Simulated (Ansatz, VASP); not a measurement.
**SiC in VASP and in Ansatz**

```
CELL_PARAMETERS angstrom
3.08388 0.00000 0.00000
-1.54194 2.67072 0.00000
0.00000 0.00000 4.92650
ATOMIC_POSITIONS crystal
Si 0.33333 0.66667 0.00460
Si 0.66667 0.33333 0.50460
C 0.33333 0.66667 0.33554
C 0.66667 0.33333 0.83554
```

Alike in both runs: task single point; functional LDA; k mesh 12 × 12 × 6; occupations gaussian, width 0.05 eV; no spin polarisation.

|  | VASP | Ansatz |
| --- | --- | --- |
| version | VASP 6.6.1 | Ansatz 0.2.0 |
| potentials or method | VASP PAW LDA potentials, release 64 (Si, C), cutoff 520 eV | scalar-relativistic, plane waves, PAW |
| valence electrons in the cell | 16 | 16 |

```csv
,VASP,Ansatz,Ansatz less VASP
gap on the k mesh at the Fermi level (eV),0.85,0.86,+0.010
least direct gap on the mesh (eV),3.27,3.28,+0.013
pressure (GPa),12.2,11.9,-0.29
"traceless stress, the component that is largest in VASP (GPa)",48.01,48.00,-0.012
rms of the force components (eV/Å),4.355,4.363,+0.0072
```

Ansatz warns that its potentials were made for another functional, while VASP's fit it. LDA's correlation is that of Perdew and Zunger in VASP and of Perdew and Wang (1992) in Ansatz. Atom by atom the forces differ by 0.007 eV/Å (rms over components).
